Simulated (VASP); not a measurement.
# BaNaMg6 (Amm2) in VASP: further runs, part 2 of 2

VASP 6.6.1. The steps go on from the part before.

### Step 4. Single point, PBE

This run uses another cell than the first one, of 28.37 Å³/atom.

Contents of INCAR:

```
PREC     = Accurate       # precision mode
ENCUT    = 520            # plane-wave cutoff, eV
EDIFF    = 1E-6           # SCF threshold, eV
ISMEAR   = -1             # smearing method
SIGMA    = 0.05           # smearing width, eV
LREAL    = False          # projectors in reciprocal space
LASPH    = True           # aspherical terms in the spheres
NELM     = 80             # most SCF steps
ALGO     = Fast           # electronic algorithm
ISIF     = 2              # what is computed and relaxed
LWAVE    = False          # write WAVECAR
LCHARG   = False          # write CHGCAR
GGA      = PE             # functional
NBANDS   = 24             # bands
```

Contents of KPOINTS:

```
Automatic mesh
0
Gamma
  5 5 5
```

Contents of POSCAR:

```
BaNaMg6
1.0
    5.3500002531      0.0000000000      0.0000000000
    0.0000000000      3.3181359822      6.3917755175
    0.0000000000     -3.3181359822      6.3917755175
Ba Mg Na
1 6 1
Direct
    0.5000000000      0.6777020000      0.6777020000
    0.0000000000      0.8491800000      0.8491800000
    0.0000000000      0.3324470000      0.3324470000
    0.0000000000      0.3033160000      0.8197440000
    0.0000000000      0.8197440000      0.3033160000
    0.5000000000      0.1710630000      0.6778290000
    0.5000000000      0.6778290000      0.1710630000
    0.5000000000      0.1687150000      0.1687150000
```

Potentials or basis: VASP PAW PBE potentials, release 64 (Ba_sv, Mg, Na_pv).

Started as:

```
> cat potpaw_PBE.64/Ba_sv/POTCAR potpaw_PBE.64/Mg/POTCAR potpaw_PBE.64/Na_pv/POTCAR > POTCAR
> mpirun -np 1 vasp_std > vasp.out
```

OUTCAR:

```text
PREC = Accurate
   ENCUT = 520
   EDIFF = 1E-6
   ISMEAR = -1
   LREAL = False
   LASPH = True
   NELM = 80
   ISIF = 2
   GGA = PE

 ion  position               nearest neighbor table
   1  0.500  0.678  0.678-   8 3.32   8 3.32   2 3.46   2 3.46   5 3.51   4 3.51   4 3.51   5 3.51
                             7 3.55   6 3.55   7 3.65   6 3.65
   2  0.000  0.849  0.849-   4 3.15   5 3.15   6 3.28   7 3.28   6 3.28   7 3.28   3 3.33   3 3.33
                             1 3.46   1 3.46
   3  0.000  0.332  0.332-   2 3.33   2 3.33   6 3.37   7 3.37   6 3.37   7 3.37   4 3.39   5 3.39

   4  0.000  0.303  0.820-   2 3.15   6 3.20   6 3.20   5 3.21   3 3.39   5 3.43   1 3.51   1 3.51

   5  0.000  0.820  0.303-   2 3.15   7 3.20   7 3.20   4 3.21   3 3.39   4 3.43   1 3.51   1 3.51

   6  0.500  0.171  0.678-   4 3.20   4 3.20   7 3.27   2 3.28   2 3.28   7 3.36   3 3.37   3 3.37
                             1 3.55   1 3.65
   7  0.500  0.678  0.171-   5 3.20   5 3.20   6 3.27   2 3.28   2 3.28   6 3.36   3 3.37   3 3.37
                             1 3.55   1 3.65
   8  0.500  0.169  0.169-   1 3.32   1 3.32

  LATTYP: Found a base centered orthorhombic cell.
 ALAT       =     6.6362719644
 B/A-ratio  =     1.9263151214
 C/A-ratio  =     0.8061755579

  Lattice vectors:

 A1 = (   0.0000000000,   3.3181359822,  -6.3917755175)
 A2 = (   0.0000000000,   3.3181359822,   6.3917755175)
 A3 = (   5.3500002531,   0.0000000000,   0.0000000000)

Analysis of symmetry for initial positions (statically):
=====================================================================
 Subroutine PRICEL returns:
 Original cell was already a primitive cell.

 Routine SETGRP: Setting up the symmetry group for a
 base centered orthorhombic supercell.

 Subroutine GETGRP returns: Found  4 space group operations
 (whereof  4 operations were pure point group operations)
 out of a pool of  8 trial point group operations.

The static configuration has the point symmetry C_2v.

Analysis of symmetry for dynamics (positions and initial velocities):
=====================================================================
 Subroutine PRICEL returns:
 Original cell was already a primitive cell.

 Routine SETGRP: Setting up the symmetry group for a
 base centered orthorhombic supercell.

 Subroutine GETGRP returns: Found  4 space group operations
 (whereof  4 operations were pure point group operations)
 out of a pool of  8 trial point group operations.

The dynamic configuration has the point symmetry C_2v.

 Subroutine INISYM returns: Found  4 space group operations
 (whereof  4 operations are pure point group operations),
 and found     1 'primitive' translations

----------------------------------------------------------------------------------------

                                     Primitive cell

  volume of cell :     226.9340

  direct lattice vectors                    reciprocal lattice vectors
     5.350000253  0.000000000  0.000000000     0.186915879  0.000000000  0.000000000
     0.000000000  3.318135982  6.391775518     0.000000000  0.150687013  0.078225526
     0.000000000 -3.318135982  6.391775518     0.000000000 -0.150687013  0.078225526

  length of vectors
     5.350000253  7.201723451  7.201723451     0.186915879  0.169781650  0.169781650

[... 48 lines left out ...]
            Coordinates               Weight
  0.000000  0.000000  0.000000      1.000000
  0.200000  0.000000  0.000000      2.000000
  0.400000  0.000000  0.000000      2.000000
  0.000000  0.200000  0.000000      4.000000
  0.200000  0.200000  0.000000      8.000000
  0.400000  0.200000  0.000000      8.000000
[... 16 lines left out ...]
  0.200000  0.400000  0.400000      4.000000
  0.400000  0.400000  0.400000      4.000000
 [... further k-points ...]
   k-points           NKPTS =     27   k-points in BZ     NKDIM =     27   number of bands    NBANDS=     24
   number of dos      NEDOS =    301   number of ions     NIONS =      8
   total plane-waves  NPLWV = 116640
   dimension x,y,z NGX =    40 NGY =   54 NGZ =   54
   dimension x,y,z NGXF=    80 NGYF=  108 NGZF=  108
   ions per type =               1   6   1
   NGX,Y,Z   is equivalent  to a cutoff of  12.43, 12.47, 12.47 a.u.
   NGXF,Y,Z  is equivalent  to a cutoff of  24.86, 24.93, 24.93 a.u.
 SYSTEM =  unknown system
   PREC   = accura    normal or accurate (medium, high low for compatibility)
   ISTART =      0    job   : 0-new  1-cont  2-samecut
   ICHARG =      2    charge: 1-file 2-atom 10-const
   ISPIN  =      1    spin polarized calculation?
   LNONCOLLINEAR =      F non collinear calculations
   LSORBIT =      F    spin-orbit coupling
   LASPH  =      T    aspherical Exc in radial PAW
   ENCUT  =  520.0 eV  38.22 Ry    6.18 a.u.   9.95 13.39 13.39*2*pi/ulx,y,z
   NELM   =     80;   NELMIN=  2; NELMDL= -5     # of ELM steps
   EDIFF  = 0.1E-05   stopping-criterion for ELM
   LREAL  =      F    real-space projection
[... 7 lines left out ...]
   TEBEG  =    0.0;   TEEND  =   0.0 temperature during run
   PSTRESS=    0.0 pullay stress
   NELECT =      29.0000    total number of electrons
   NUPDOWN=      -1.0000    fix difference up-down
   EMIN   =  10.00;   EMAX   =-10.00  energy-range for DOS
   EFERMI =   0.00;   METHOD = LEGACY
   ISMEAR =    -1;   SIGMA  =   0.05  broadening in eV -4-tet -1-fermi 0-gaus
   EFERMI_NEDOS =   21; number of points for ismear=-14 and -15
   IALGO  =     68    algorithm
   IMIX   =      4    mixing-type and parameters
     AMIX     =   0.40;   BMIX     =  1.00
     AMIX_MAG =   1.60;   BMIX_MAG =  1.00
  volume/ion in A,a.u.               =      28.37       191.43
  Fermi-wavevector in a.u.,A,eV,Ry     =   0.824596  1.558260  9.251388  0.679958
  Thomas-Fermi vector in A             =   1.936308
   LORBIT       =      0    0 simple, 1 ext, 2 COOP (PROOUT), +10 PAW based schemes
   GGA     = PE    functional components
   LHFCALC =     F    Hartree Fock is set to
   AEXX    =    0.0000 exact exchange contribution
   IVDW    =     0    specifies the selected vdW correction
   LEPSILON=     F    determine dielectric tensor
   LRPA    =     F    only Hartree local field effects (RPA)
 non-spin polarized calculation
 RMM-DIIS sequential band-by-band and
  energy-cutoff  :      520.00
  volume of cell :      226.93
 maximum number of plane-waves:      6130
 NGX is ok and might be reduce to    40
   NGX = 19   NGY = 27   NGZ = 27

 number of electron      28.9999997 magnetization

 Free energy of the ion-electron system (eV)
  ---------------------------------------------------
  ext. energy  EPLUGINS =         0.00000000
  ---------------------------------------------------
  free energy    TOTEN  =       -11.38636262 eV

  energy without entropy =      -11.35638783  energy(sigma->0) =      -11.37137522

 E-fermi :   2.0096     XC(G=0):  -8.1268

 val. band max:        1.9914010307   @ k =   0.0000   0.0000   0.0000
 cond. band min:       2.0118015110   @ k =   0.4000   0.0000   0.0000
 fundamental gap:      0.0204004803
 Fermi energy:         2.0096396198

 k-point     1 :       0.0000    0.0000    0.0000
  band No.  band energies     occupation
      1     -26.0618      2.00000
      2     -22.5670      2.00000
      3     -22.4709      2.00000
      4     -22.4548      2.00000
      5     -11.4830      2.00000
      6     -11.3498      2.00000
[... 637 lines left out ...]
     23       5.3161      0.00000
     24       5.7752      0.00000

 [... further k-points ...]

------------------------ aborting loop because EDIFF is reached ----------------------------------------

  FORCE on cell =-STRESS in cart. coord.  units (eV):
  Direction    XX          YY          ZZ          XY          YZ          ZX
  --------------------------------------------------------------------------------------
  -------------------------------------------------------------------------------------
  Total        0.7283691      0.8286740      0.6893612      0.0000000      0.0000000      0.0000000
  in kB        5.1423618      5.8505248      4.8669618      0.0000000      0.0000000      0.0000000
  external PRESSURE =       5.2866161 kB  Pullay stress =       0.0000000 kB

 VOLUME and BASIS-vectors are now :
 -----------------------------------------------------------------------------
  energy-cutoff  :      520.00
  volume of cell :      226.93
      direct lattice vectors                 reciprocal lattice vectors
     5.350000253  0.000000000  0.000000000     0.186915879  0.000000000  0.000000000
     0.000000000  3.318135982  6.391775518     0.000000000  0.150687013  0.078225526
     0.000000000 -3.318135982  6.391775518     0.000000000 -0.150687013  0.078225526

 POSITION                                       TOTAL-FORCE (eV/Angst)
 -----------------------------------------------------------------------------------
      2.67500      0.00000      8.66344         0.000000      0.000000      0.058898
      0.00000      0.00000     10.85554         0.000000      0.000000      0.053821
      0.00000      0.00000      4.24985         0.000000      0.000000     -0.040833
      0.00000     -1.71358      7.17835         0.000000      0.023945     -0.073247
      0.00000      1.71358      7.17835         0.000000     -0.023945     -0.073247
      2.67500     -1.68152      5.42593         0.000000      0.038376      0.037193
      2.67500      1.68152      5.42593         0.000000     -0.038376      0.037193
      2.67500      0.00000      2.15678         0.000000      0.000000      0.000221
 -----------------------------------------------------------------------------------
    total drift:                               -0.000000      0.000000      0.000718

  FREE ENERGIE OF THE ION-ELECTRON SYSTEM (eV)
  ---------------------------------------------------
  free  energy   TOTEN  =       -11.3863626151 eV

  energy  without entropy=      -11.3563878339  energy(sigma->0) =      -11.37137522
```

Run time: 4.8 min. Hardware: 1 thread of Intel Xeon Platinum 8259CL at 2.50GHz (Skylake/Cascade Lake), shared host; peak memory 0.43 GiB.

Results:

* Free energy: -11.3864 eV
* Pressure: 0.5 GPa
* Largest force: 0.077 eV/Å
* Band gap on the k mesh: zero (an odd number of electrons rules out a gap without spin polarisation)

Forces on the atoms (eV/Å):
```
Ba   0.000  0.000  0.059
Mg   0.000  0.000  0.054
Mg   0.000  0.000 -0.041
Mg   0.000  0.024 -0.073
Mg   0.000 -0.024 -0.073
Mg   0.000  0.038  0.037
Mg   0.000 -0.038  0.037
Na   0.000  0.000  0.000
```

Levels at points of the mesh, in eV from the Fermi level:
| k point | band 12 | band 13 | band 14 | band 15 | band 16 | band 17 | band 18 | band 19 |
| --- | --- | --- | --- | --- | --- | --- | --- | --- |
| (0.00, 0.00, 0.00) | -1.32 | -1.09 | -0.60 | -0.38 | -0.02 | 0.92 | 1.38 | 2.15 |

Caveat: spin-orbit coupling is left out, which moves the levels of the heavy elements.

### Step 5. Single point, PBE

This run uses another cell than the first one, of 28.95 Å³/atom.

Contents of INCAR:

```
SYSTEM = BaNaMg6
PREC = Accurate
ENCUT = 520
EDIFF = 1E-6
ISMEAR = -1
SIGMA = 0.05
LREAL = .FALSE.
LASPH = .TRUE.
NELM = 100
ALGO = Fast
ISIF = 2
LWAVE = .FALSE.
LCHARG = .FALSE.
GGA = PE
NBANDS = 24
```

Contents of KPOINTS:

```
Automatic mesh
0
G
  5 5 5
  0 0 0
```

Changes to POSCAR since step 4:

```diff
@@ -2,5 +2,5 @@
 1.0
-    5.3500002531      0.0000000000      0.0000000000
-    0.0000000000      3.3181359822      6.3917755175
-    0.0000000000     -3.3181359822      6.3917755175
+    5.3861500000      0.0000000000      0.0000000000
+    0.0000000000      3.3405565000      6.4349645000
+    0.0000000000     -3.3405565000      6.4349645000
 Ba Mg Na
```

Started as:

```
> cat potpaw_PBE.64/Ba_sv/POTCAR potpaw_PBE.64/Mg/POTCAR potpaw_PBE.64/Na_pv/POTCAR > POTCAR
> mpirun -np 1 vasp_std > vasp.out
```

Run time: 4 min. Hardware: 1 thread of Intel Xeon Platinum 8259CL at 2.50GHz (Skylake/Cascade Lake), shared host; peak memory 0.43 GiB.

Results (log left out):

| Item | Value |
| --- | --- |
| Free energy | -11.3947 eV |
| Pressure | 0.1 GPa |
| Largest force | 0.090 eV/Å |
| Band gap on the k mesh | zero (an odd number of electrons rules out a gap without spin polarisation) |

Forces in eV/Å, atoms in the order of the input:
```
Ba   0.000  0.000  0.052
Mg   0.000  0.000  0.075
Mg   0.000  0.000 -0.025
Mg   0.000  0.021 -0.087
Mg   0.000 -0.021 -0.087
Mg   0.000  0.032  0.039
Mg   0.000 -0.032  0.039
Na   0.000  0.000 -0.006
```

Stress tensor (GPa, compression positive):
```
0.01 0.00 0.00
0.00 0.15 0.00
0.00 0.00 0.01
```

Levels at points of the mesh, in eV from the Fermi level:
| k point | band 13 | band 14 | band 15 | band 16 | band 17 | band 18 |
| --- | --- | --- | --- | --- | --- | --- |
| (0.00, 0.00, 0.00) | -1.07 | -0.58 | -0.40 | -0.04 | 0.93 | 1.38 |

Caveat: spin-orbit coupling is left out, which moves the levels of the heavy elements.

### Step 6. Summary

```csv
cell,gap on the mesh (eV),pressure (GPa),largest force (eV/Å)
"a = 5.276, b = 7.102, c = 7.102 Å, angles 54.9, 90.0, 90.0°, 8 atoms",none,1.6,0.07
"a = 5.313, b = 7.152, c = 7.152 Å, angles 54.9, 90.0, 90.0°, 8 atoms",none,1.0,0.07
"a = 5.350, b = 7.202, c = 7.202 Å, angles 54.9, 90.0, 90.0°, 8 atoms",none,0.5,0.08
"a = 5.386, b = 7.250, c = 7.250 Å, angles 54.9, 90.0, 90.0°, 8 atoms",none,0.1,0.09
```

Alike in all rows: task single point; level PBE; potentials or basis VASP PAW PBE potentials, release 64 (Ba_sv, Mg, Na_pv); no spin polarisation; k mesh 5 × 5 × 5; cutoff (eV) 520; smearing fermi-dirac 0.05 eV.

Caveats: spin-orbit coupling is left out, which moves the levels of the heavy elements.

Absolute energies hang on the potentials; compare differences alone.

The gap in the log of VASP goes by the Fermi energy; the results here count the filled bands.